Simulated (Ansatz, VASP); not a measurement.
# One calculation of Mg5O, two programs

```
CELL_PARAMETERS angstrom
4.57273 0.00000 0.00000
-2.28636 3.96010 0.00000
0.00000 0.00000 4.90878
ATOMIC_POSITIONS crystal
Mg 0.00000 0.33177 0.00000
Mg 0.66823 0.66823 0.00000
Mg 0.33177 0.00000 0.00000
Mg 0.66667 0.33333 0.50000
Mg 0.33333 0.66667 0.50000
O 0.00000 0.00000 0.50000
```

Change from the starting cell: species swapped into the MgCd5 type (P-62m, No. 189).

Alike in both runs: task relaxation of cell and atoms; functional PBE; k mesh 6 × 6 × 4; occupations gaussian, width 0.1 eV; no spin polarisation.

|  | VASP | Ansatz |
| --- | --- | --- |
| version | VASP 6.6.1 | Ansatz 0.2.0 |
| potentials or method | VASP PAW PBE potentials, release 64 (Mg, O), cutoff 600 eV | scalar-relativistic, plane waves, PAW |
| valence electrons in the cell | 16 | 56 |

```tsv
	VASP	Ansatz	Ansatz less VASP
gap on the k mesh at the Fermi level, each at its own relaxed structure (eV)	none	none	-
relaxed volume (Å³/atom)	19.17	21.11	+1.937
relaxed length of the cell vector where the two differ most in proportion (Å)	6.662	7.031	+0.3687
```

A gap of «none» marks a metal or a gap that the smearing closes. One of these differences is far larger than is usual between the two programs; its cause wasn't traced. VASP's potentials hold 16 valence electrons a cell and Ansatz's 56, so a difference there can come from the potentials and not from the codes.

Noted on VASP's run: the volume moved by over 15 % at a fixed basis, so the end points are rough.
